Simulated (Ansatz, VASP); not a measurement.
This is a calculation of CuAu for VASP 6.6.1.

File INCAR:

```
PREC     = Accurate       # precision mode
ENCUT    = 520            # plane-wave cutoff, eV
EDIFF    = 1E-6           # SCF threshold, eV
ISMEAR   = -1             # smearing method
SIGMA    = 0.05           # smearing width, eV
LREAL    = False          # projectors in reciprocal space
LASPH    = True           # aspherical terms in the spheres
NELM     = 80             # most SCF steps
ALGO     = Normal         # electronic algorithm
ISIF     = 2              # what is computed and relaxed
LWAVE    = False          # write WAVECAR
LCHARG   = False          # write CHGCAR
GGA      = CA             # functional
NBANDS   = 18             # bands
```

File KPOINTS:

```
regular mesh
0
Gamma
  11 11 11
```

The input POSCAR:

```
CuAu
1.0
    1.4430568479      0.8331492596      4.2561707609
   -1.4430568479      0.8331492596      4.2561707609
    0.0000000000     -1.6662985192      4.2561707609
Au Cu
1 1
Direct
    0.0000000000      0.0000000000      0.0000000000
    0.5000000000      0.5000000000      0.5000000000
```

Potentials or basis: VASP PAW LDA potentials, release 64 (Au, Cu).

Launch:

```bash
$ cat potpaw_LDA.64/Au/POTCAR potpaw_LDA.64/Cu/POTCAR > POTCAR
$ mpirun -np 1 vasp_std > vasp.out
```

Question: Translate it to Ansatz 0.2.0. Potentials there: all-electron LAPW, scalar-relativistic.

Answer: As run (the cutoff follows the program's own potentials):

The input input.yaml:

```yaml
crystal:
  lattice:
    - [1.4430568479, 0.8331492596, 4.2561707609]
    - [-1.4430568479, 0.8331492596, 4.2561707609]
    - [0.0, -1.6662985192, 4.2561707609]
  atoms:
    - { symbol: Au, position: [0.0, 0.0, 0.0] }
    - { symbol: Cu, position: [0.5, 0.5, 0.5] }
kpoints:
  mp_grid: { grid: [11, 11, 11] }
scf:
  occupations: { method: fermi_dirac, width: 0.05 }
hamiltonian:
  xc: lda
  pseudopotentials: { kind: all_electron, lapw: { basis_error: 0.001 } }
output:
  forces: true
  stress: true
  eigenvalues: true
```

Potentials or basis: all-electron LAPW, scalar-relativistic.

The run is started by

```console
$ ansatz run input.yaml --threads 1 --pin off --max-ram 3072MiB --backend cpu --events-out ev --progress --plain --runs-dir out
```

Both were run:

|  | VASP | Ansatz | Ansatz less VASP |
| --- | --- | --- | --- |
| gap on the k mesh at the Fermi level (eV) | none | none | - |
| pressure (GPa) | -12.2 | -12.8 | -0.55 |
| traceless stress, the component that is largest in VASP (GPa) | 0.46 | 0.27 | -0.186 |

LDA's correlation is that of Perdew and Zunger in VASP and of Perdew and Wang (1992) in Ansatz. A gap of «none» marks a metal or a gap that the smearing closes. Ansatz ran all-electron here, and VASP with PAW potentials.

Neither program's run includes spin-orbit coupling.
